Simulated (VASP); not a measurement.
# K in VASP: further runs

K is run at these levels: PBE, PBEsol; tasks: single point.

Program: VASP 6.6.1. These are calculated values, not measurements. Logs are shortened: lines on timing, memory, paths and dates and some standing lists are left out, and cuts for length are marked.

**1. The cell of the first run**

The typed cell holds 1 atom: a = 4.559 Å, b = 4.752 Å, c = 4.685 Å, α = 110.49°, β = 107.86°, γ = 109.62°.

**2. Single point, PBE (the cell strained at random)**

File INCAR:

```
SYSTEM = K
PREC = Accurate ; ENCUT = 520
EDIFF = 1E-7 ; ISMEAR = -1
SIGMA = 0.05 ; LREAL = .FALSE.
LASPH = .TRUE. ; NELM = 80
ALGO = Fast ; ISIF = 2
LWAVE = .FALSE. ; LCHARG = .FALSE.
GGA = PE ; NBANDS = 10
```

File KPOINTS:

```
Automatic mesh
0
G
  7 7 7
  0 0 0
```

File POSCAR:

```
K
1.0
   -2.6290990000      2.6676120000      2.6000730000
    2.7186870000     -2.7444840000      2.7665340000
    2.6600780000      2.7754630000     -2.6769460000
K
1
Direct
   -0.0036850000     -0.0083200000      0.0072110000
```

Potentials or basis: VASP PAW PBE potentials, release 64 (K_sv).

Command:

```
cat potpaw_PBE.64/K_sv/POTCAR > POTCAR
mpirun -np 1 vasp_std > vasp.out
```

OUTCAR:

```text
SYSTEM = K
   PREC = Accurate
   ENCUT = 520
   EDIFF = 1E-7
   ISMEAR = -1
   LREAL = .FALSE.
   LASPH = .TRUE.
   NELM = 80
   ISIF = 2
   GGA = PE

 ion  position               nearest neighbor table
   1  0.996  0.992  0.007-

  LATTYP: Found a triclinic cell.
 ALAT       =    12.2744821493
 B/A-ratio  =     0.6316130964
 C/A-ratio  =     0.3827984085
 COS(alpha) =     0.0025752149
 COS(beta)  =     0.2542043613
 COS(gamma) =     0.9517256705

  Lattice vectors:

 A1 = (   0.0276300000, -10.9630220000,   5.5203530000)
 A2 = (   0.0586090000,  -5.5199470000,   5.4434800000)
 A3 = (  -2.7496660000,  -2.6985910000,  -2.6896610000)

Analysis of symmetry for initial positions (statically):
=====================================================================
 Subroutine PRICEL returns:
 Original cell was already a primitive cell.

 Routine SETGRP: Setting up the symmetry group for a
 triclinic supercell.

 Subroutine GETGRP returns: Found  2 space group operations
 (whereof  1 operations were pure point group operations)
 out of a pool of  2 trial point group operations.

The static configuration has the point symmetry C_1 .
 The point group associated with its full space group is S_2 .

Analysis of symmetry for dynamics (positions and initial velocities):
=====================================================================
 Subroutine PRICEL returns:
 Original cell was already a primitive cell.

 Routine SETGRP: Setting up the symmetry group for a
 triclinic supercell.

 Subroutine GETGRP returns: Found  2 space group operations
 (whereof  1 operations were pure point group operations)
 out of a pool of  2 trial point group operations.

The dynamic configuration has the point symmetry C_1 .
 The point group associated with its full space group is S_2 .

 Subroutine INISYM returns: Found  2 space group operations
 (whereof  1 operations are pure point group operations),
 and found     1 'primitive' translations

----------------------------------------------------------------------------------------

                                     Primitive cell

  volume of cell :      78.5186

  direct lattice vectors                    reciprocal lattice vectors
    -2.629099000  2.667612000  2.600073000    -0.004222913  0.186414082  0.189078191
     2.718687000 -2.744484000  2.766534000     0.182854227  0.001548156  0.183307156
     2.660078000  2.775463000 -2.676946000     0.184872072  0.182660856 -0.000469722

  length of vectors
     4.559462133  4.751543097  4.684575724     0.265553395  0.258920024  0.259890154

  position of ions in fractional coordinates (direct lattice)
     0.996315000  0.991680000  0.007211000

  ion indices of the primitive-cell ions
   primitive index   ion index
                 1           1

----------------------------------------------------------------------------------------

 KPOINTS: Automatic mesh

Automatic generation of k-mesh.
 Grid dimensions read from file:
 generate k-points for:    7    7    7

 Generating k-lattice:

  Cartesian coordinates                     Fractional coordinates (reciprocal lattice)
    -0.000603273  0.026630583  0.027011170     0.142857143 -0.000000000  0.000000000
     0.026122032  0.000221165  0.026186737     0.000000000  0.142857143  0.000000000
     0.026410296  0.026094408 -0.000067103     0.000000000  0.000000000  0.142857143

  Length of vectors
     0.037936199  0.036988575  0.037127165

  Shift w.r.t. Gamma in fractional coordinates (k-lattice)
     0.000000000  0.000000000  0.000000000

 Subroutine IBZKPT returns following result:
 ===========================================

 Found    172 irreducible k-points:

 Following reciprocal coordinates:
            Coordinates               Weight
  0.000000  0.000000  0.000000      1.000000
  0.142857  0.000000 -0.000000      2.000000
  0.285714  0.000000  0.000000      2.000000
  0.428571  0.000000 -0.000000      2.000000
  0.000000  0.142857 -0.000000      2.000000
  0.142857  0.142857 -0.000000      2.000000
[... 16 lines left out ...]
 -0.428571  0.428571  0.000000      2.000000
 -0.285714  0.428571  0.000000      2.000000
 [... further k-points ...]
   k-points           NKPTS =    172   k-points in BZ     NKDIM =    172   number of bands    NBANDS=     10
   number of dos      NEDOS =    301   number of ions     NIONS =      1
   total plane-waves  NPLWV =  46656
   dimension x,y,z NGX =    36 NGY =   36 NGZ =   36
   dimension x,y,z NGXF=    72 NGYF=   72 NGZF=   72
   ions per type =               1
   NGX,Y,Z   is equivalent  to a cutoff of  13.13, 12.60, 12.78 a.u.
   NGXF,Y,Z  is equivalent  to a cutoff of  26.25, 25.19, 25.55 a.u.
 SYSTEM =  K
   PREC   = accura    normal or accurate (medium, high low for compatibility)
   ISTART =      0    job   : 0-new  1-cont  2-samecut
   ICHARG =      2    charge: 1-file 2-atom 10-const
   ISPIN  =      1    spin polarized calculation?
   LNONCOLLINEAR =      F non collinear calculations
   LSORBIT =      F    spin-orbit coupling
   LASPH  =      T    aspherical Exc in radial PAW
   ENCUT  =  520.0 eV  38.22 Ry    6.18 a.u.   8.48  8.83  8.71*2*pi/ulx,y,z
   NELM   =     80;   NELMIN=  2; NELMDL= -5     # of ELM steps
   EDIFF  = 0.1E-06   stopping-criterion for ELM
   LREAL  =      F    real-space projection
   EDIFFG = 0.1E-05   stopping-criterion for IOM
   NSW    =      0    number of steps for IOM
   IBRION =     -1    ionic relax: 0-MD 1-quasi-New 2-CG
   NFREE  =      0    steps in history (QN), initial steepest desc. (CG)
   ISIF   =      2    stress and relaxation
   ISYM   =      2    0-nonsym 1-usesym 2-fastsym
   POTIM  = 0.5000    time-step for ionic-motion
   TEBEG  =    0.0;   TEEND  =   0.0 temperature during run
   PSTRESS=    0.0 pullay stress
   NELECT =       9.0000    total number of electrons
   NUPDOWN=      -1.0000    fix difference up-down
   EMIN   =  10.00;   EMAX   =-10.00  energy-range for DOS
   EFERMI =   0.00;   METHOD = LEGACY
   ISMEAR =    -1;   SIGMA  =   0.05  broadening in eV -4-tet -1-fermi 0-gaus
   EFERMI_NEDOS =   21; number of points for ismear=-14 and -15
   IALGO  =     68    algorithm
   IMIX   =      4    mixing-type and parameters
     AMIX     =   0.40;   BMIX     =  1.00
     AMIX_MAG =   1.60;   BMIX_MAG =  1.00
  volume/ion in A,a.u.               =      78.52       529.87
  Fermi-wavevector in a.u.,A,eV,Ry     =   0.795240  1.502785  8.604412  0.632406
  Thomas-Fermi vector in A             =   1.901529
   LORBIT       =      0    0 simple, 1 ext, 2 COOP (PROOUT), +10 PAW based schemes
   GGA     = PE    functional components
   LHFCALC =     F    Hartree Fock is set to
   AEXX    =    0.0000 exact exchange contribution
   IVDW    =     0    specifies the selected vdW correction
   LEPSILON=     F    determine dielectric tensor
   LRPA    =     F    only Hartree local field effects (RPA)
 non-spin polarized calculation
 RMM-DIIS sequential band-by-band and
  energy-cutoff  :      520.00
  volume of cell :       78.52
 maximum number of plane-waves:      2130
 NGX is ok and might be reduce to    36
   NGX = 17   NGY = 17   NGZ = 17

 number of electron       9.0000001 magnetization

 Free energy of the ion-electron system (eV)
  ---------------------------------------------------
  ext. energy  EPLUGINS =         0.00000000
  ---------------------------------------------------
  free energy    TOTEN  =        -1.04783015 eV

  energy without entropy =       -1.04062849  energy(sigma->0) =       -1.04422932

 E-fermi :  -0.2594     XC(G=0):  -5.4963

 val. band max:       -0.2605551148   @ k =  -0.4286   0.0000   0.4286
 cond. band min:      -0.2582497694   @ k =  -0.4286  -0.1429   0.2857
 fundamental gap:      0.0023053454
 Fermi energy:        -0.2593879396

 k-point     1 :       0.0000    0.0000    0.0000
  band No.  band energies     occupation
      1     -32.4338      2.00000
      2     -15.8873      2.00000
      3     -15.8872      2.00000
      4     -15.8866      2.00000
      5      -2.3227      2.00000
      6       3.8549      0.00000
      7       3.9805      0.00000
      8       4.0340      0.00000
      9       4.8144      0.00000
     10       4.9088      0.00000

 k-point     2 :       0.1429    0.0000   -0.0000
  band No.  band energies     occupation
      1     -32.4331      2.00000
      2     -15.8979      2.00000
      3     -15.8909      2.00000
      4     -15.8871      2.00000
      5      -2.0769      2.00000
      6       3.5799      0.00000
      7       3.7234      0.00000
      8       4.1087      0.00000
      9       4.5001      0.00000
     10       4.7896      0.00000

 k-point     3 :       0.2857    0.0000    0.0000
  band No.  band energies     occupation
      1     -32.4317      2.00000
      2     -15.9229      2.00000
      3     -15.8992      2.00000
      4     -15.8867      2.00000
      5      -1.3692      2.00000
      6       2.3816      0.00000
      7       3.2326      0.00000
      8       4.5747      0.00000
      9       4.6321      0.00000
     10       4.7842      0.00000

 k-point     4 :       0.4286    0.0000   -0.0000
  band No.  band energies     occupation
      1     -32.4305      2.00000
      2     -15.9426      2.00000
      3     -15.9059      2.00000
      4     -15.8863      2.00000
      5      -0.2915      1.31046
      6       1.0349      0.00000
      7       2.9304      0.00000
      8       4.4344      0.00000
      9       5.0447      0.00000
     10       5.6157      0.00000
[... 222 lines left out ...]
 k-point    22 :       0.4286    0.4286   -0.0000
  band No.  band energies     occupation
      1     -32.4305      2.00000
      2     -15.9409      2.00000
      3     -15.9076      2.00000
      4     -15.8898      2.00000
      5       0.3796      0.00001
      6       0.5200      0.00000
      7       2.5147      0.00000
      8       4.1430      0.00000
      9       5.2147      0.00000
     10       5.2502      0.00000

 k-point    23 :      -0.4286    0.4286    0.0000
  band No.  band energies     occupation
      1     -32.4307      2.00000
      2     -15.9415      2.00000
      3     -15.9039      2.00000
      4     -15.8864      2.00000
      5      -0.3264      1.58494
      6       0.9842      0.00000
      7       2.9490      0.00000
      8       4.4667      0.00000
      9       5.0926      0.00000
     10       5.5582      0.00000

 k-point    24 :      -0.2857    0.4286    0.0000
  band No.  band energies     occupation
      1     -32.4311      2.00000
      2     -15.9282      2.00000
      3     -15.9054      2.00000
      4     -15.8901      2.00000
      5      -0.7598      1.99991
      6       1.7606      0.00000
      7       2.6413      0.00000
      8       4.3616      0.00000
      9       4.8101      0.00000
     10       5.2824      0.00000

 [... further k-points ...]

------------------------ aborting loop because EDIFF is reached ----------------------------------------

  FORCE on cell =-STRESS in cart. coord.  units (eV):
  Direction    XX          YY          ZZ          XY          YZ          ZX
  --------------------------------------------------------------------------------------
  -------------------------------------------------------------------------------------
  Total       -0.1033119     -0.0971153     -0.1069245     -0.0181711      0.0392954     -0.0428139
  in kB       -2.1080867     -1.9816449     -2.1818006     -0.3707826      0.8018250     -0.8736207
  external PRESSURE =      -2.0905107 kB  Pullay stress =       0.0000000 kB

 VOLUME and BASIS-vectors are now :
 -----------------------------------------------------------------------------
  energy-cutoff  :      520.00
  volume of cell :       78.52
      direct lattice vectors                 reciprocal lattice vectors
    -2.629099000  2.667612000  2.600073000    -0.004222913  0.186414082  0.189078191
     2.718687000 -2.744484000  2.766534000     0.182854227  0.001548156  0.183307156
     2.660078000  2.775463000 -2.676946000     0.184872072  0.182660856 -0.000469722

 POSITION                                       TOTAL-FORCE (eV/Angst)
 -----------------------------------------------------------------------------------
      0.09584     -0.04385      5.31470        -0.000000      0.000000     -0.000000
 -----------------------------------------------------------------------------------
    total drift:                               -0.000002     -0.000001     -0.000001

  FREE ENERGIE OF THE ION-ELECTRON SYSTEM (eV)
  ---------------------------------------------------
  free  energy   TOTEN  =        -1.0478301500 eV

  energy  without entropy=       -1.0406284941  energy(sigma->0) =       -1.04422932
```

It took 2.1 min on 1 thread of Intel Xeon Platinum 8259CL at 2.50GHz (Skylake/Cascade Lake), shared host; peak memory 0.28 GiB.

What came out:

- Free energy: -1.0478 eV
- Pressure: -0.2 GPa

Caveat: the cell differs from its parent crystal (the cell strained at random).

[end of part 1 of 2]
